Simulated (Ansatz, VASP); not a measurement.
# AlN in VASP and in Ansatz

INCAR

```
PREC = Accurate ; ENCUT = 520
EDIFF = 1E-7 ; ISMEAR = -1
SIGMA = 0.02 ; LREAL = False
LASPH = True ; NELM = 100
ALGO = Normal ; ISIF = 2
LWAVE = False ; LCHARG = False
GGA = PS ; NBANDS = 16
```

File KPOINTS:

```
regular mesh
0
Gamma
  11 11 6
```

POSCAR

```
AlN
1.0
    3.0474944919      0.0000000000      0.0000000000
   -1.5237472460      2.6392076479      0.0000000000
    0.0000000000      0.0000000000      4.8763796492
Al N
2 2
Direct
    0.3333333333      0.6666666667      0.0000000000
    0.6666666667      0.3333333333      0.5000000000
    0.3333333333      0.6666666667      0.3850000000
    0.6666666667      0.3333333333      0.8850000000
```

Input for Ansatz:

```yaml
crystal:
  lattice:
    - [3.0474944919, 0.0, 0.0]
    - [-1.523747246, 2.6392076479, 0.0]
    - [0.0, 0.0, 4.8763796492]
  atoms:
    - { symbol: Al, position: [0.3333333333, 0.6666666667, 0.0] }
    - { symbol: Al, position: [0.6666666667, 0.3333333333, 0.5] }
    - { symbol: "N", position: [0.3333333333, 0.6666666667, 0.385] }
    - { symbol: "N", position: [0.6666666667, 0.3333333333, 0.885] }
kpoints:
  mp_grid: { grid: [11, 11, 6] }
  band_path:
    path:
      - [0.0, 0.0, 0.0]
      - [0.5, 0.0, 0.0]
      - [0.3333333333, 0.3333333333, 0.0]
      - [0.0, 0.0, 0.0]
      - [0.0, 0.0, 0.5]
      - [0.5, 0.0, 0.5]
      - [0.3333333333, 0.3333333333, 0.5]
      - [0.0, 0.0, 0.5]
      - [0.5, 0.0, 0.5]
    npoints: 5
scf:
  occupations: { method: fermi_dirac, width: 0.02 }
hamiltonian:
  xc: pbesol
  pseudopotentials: { kind: all_electron, lapw: { basis_error: 0.001 } }
output:
  forces: true
  stress: true
  eigenvalues: true
```

Change from the starting cell: volume scaled by 0.94.

Alike in both runs: task single point; functional PBEsol; k mesh 11 × 11 × 6; occupations fermi-dirac, width 0.02 eV; no spin polarisation.

```csv
,VASP,Ansatz
version,VASP 6.6.1,Ansatz 0.2.0
potentials or method,"VASP PAW PBE potentials, release 64 (Al, N), cutoff 520 eV","all-electron LAPW, scalar-relativistic"
```

VASP gave:

| Item | Value |
| --- | --- |
| gap on the k mesh at the Fermi level (eV) | 4.64 |
| pressure (GPa) | 14.8 |
| traceless stress, the component that is largest in VASP (GPa) | -2.54 |
| rms of the force components (eV/Å) | 0.105 |

Question: Which values does Ansatz return?

Answer: gap on the k mesh at the Fermi level (eV): 4.63; pressure (GPa): 14.6; traceless stress, the component that is largest in VASP (GPa): -2.49; rms of the force components (eV/Å): 0.104.

VASP's potentials were made for PBE, not for PBEsol. Atom by atom the forces differ by 0.000 eV/Å (rms over components). Ansatz ran all-electron here, and VASP with PAW potentials.
